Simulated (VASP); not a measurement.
**Li3LaCd2: single point with r2SCAN**

The system is Li3LaCd2.

```xyz
6
Lattice="4.8002 0.0000 0.0000 -2.4001 4.1571 0.0000 0.0000 0.0000 7.0663" Properties=species:S:1:pos:R:3 pbc="T T T"
Li    0.0000    2.7714    4.7056
Li    2.4001    1.3857    2.3607
Li    0.0000    0.0000    3.5332
La    0.0000    0.0000    0.0000
Cd    0.0000    2.7714    1.9231
Cd    2.4001    1.3857    5.1433
```

- Program: VASP 6.6.1
- Task: single point
- Functional: r2SCAN
- Potentials or basis: VASP PAW PBE potentials, release 64 (Li_sv, La, Cd)
- Cutoff: 520 eV
- k mesh: 5 × 5 × 3
- Occupations: methfessel-paxton, width 0.1 eV
- Spin: no spin polarisation
- Dipole correction: no
- Further INCAR settings: ALGO = Normal; EDIFF = 1e-07; NBANDS = 31

The largest force is 0.106 eV/Å and the band gap on the k mesh is zero (band 22 reaches 3.55 eV, above the bottom of band 23 at 2.92 eV).

Forces in eV/Å, atoms in the order of the input:
```
Li   0.000  0.000 -0.106
Li   0.000  0.000  0.106
Li   0.000  0.000  0.000
La   0.000  0.000  0.000
Cd   0.000  0.000 -0.002
Cd   0.000  0.000  0.002
```

Levels at points of the mesh, in eV from the Fermi level:
```tsv
k point	band 20	band 21	band 22	band 23	band 24	band 25
(0.00, 0.00, 0.00)	-2.22	0.28	0.28	1.44	1.50	1.50
```

Run time: 9.6 min on 1 thread of AMD EPYC 7R13 Processor (Zen 3) (shared host), peak memory 0.29 GiB.

Caveat: the PAW data sets were made with another functional, which shifts forces and pressure a little; spin-orbit coupling is left out, which moves the levels of the heavy elements.
